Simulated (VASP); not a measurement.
Set up this calculation in VASP 6.6.1, as the native input.

| Item | Value |
| --- | --- |
| Task | relaxation of cell and atoms |
| Functional | PBE |
| Potentials or basis | VASP PAW PBE potentials, release 64 (Si, Ni) |
| Cutoff | 600 eV |
| k mesh | 8 × 8 × 8 |
| Occupations | gaussian, width 0.1 eV |
| Spin | no spin polarisation |
| Dipole correction | no |
| Further INCAR settings | ALGO = Normal; EDIFF = 1e-07; IBRION = 2; EDIFFG = -0.005; NSW = 100; ISIF = 3 |

The structure of SiNi lies in POSCAR:

```
SiNi
1.0
    4.5202310466      0.0000000000      0.0000000000
    0.0000000000      4.5202310466      0.0000000000
    0.0000000000      0.0000000000      4.5202310466
Si Ni
4 4
Direct
    0.8463624098      0.8463624098      0.8463624098
    0.6536375902      0.1536375902      0.3463624098
    0.3463624098      0.6536375902      0.1536375902
    0.1536375902      0.3463624098      0.6536375902
    0.1489587222      0.1489587222      0.1489587222
    0.3510412778      0.8510412778      0.6489587222
    0.6489587222      0.3510412778      0.8510412778
    0.8510412778      0.6489587222      0.3510412778
```

One way to write it, as run:

INCAR

```
SYSTEM = SiNi
  PREC = Accurate
  ENCUT = 600
  EDIFF = 1E-7
  ISMEAR = 0
  SIGMA = 0.1
  LREAL = .False.
  LASPH = .True.
  NELM = 80
  ALGO = Normal
  ISIF = 3
  LWAVE = .False.
  LCHARG = .False.
  GGA = PE
  IBRION = 2
  NSW = 100
  EDIFFG = -0.005
```

KPOINTS

```
Automatic mesh
0
Gamma
  8 8 8
  0 0 0
```

Potentials or basis: VASP PAW PBE potentials, release 64 (Si, Ni).

Command:

```sh
$ cat potpaw_PBE.64/Si/POTCAR potpaw_PBE.64/Ni/POTCAR > POTCAR
$ mpirun -np 1 vasp_std > vasp.out
```

It gave:

```
Relaxed volume                        : 11.53 Å³/atom
Relaxed cell                          : a = 4.519 Å, b = 4.519 Å, c = 4.519 Å, α = 90.00°, β = 90.00°, γ = 90.00°
Space group after relaxing (to 0.1 Å) : P2_13 (No. 198)
Energy gained by relaxing             : 0.0 meV/atom
Ionic steps                           : 13
Pressure after relaxing               : 0.0 GPa
Band gap on the k mesh                : zero (bands 28 and 29 overlap by 1.15 eV)
```

It took 22 min on 1 thread of Intel Xeon 8259CL (shared host), peak memory 0.3 GiB.
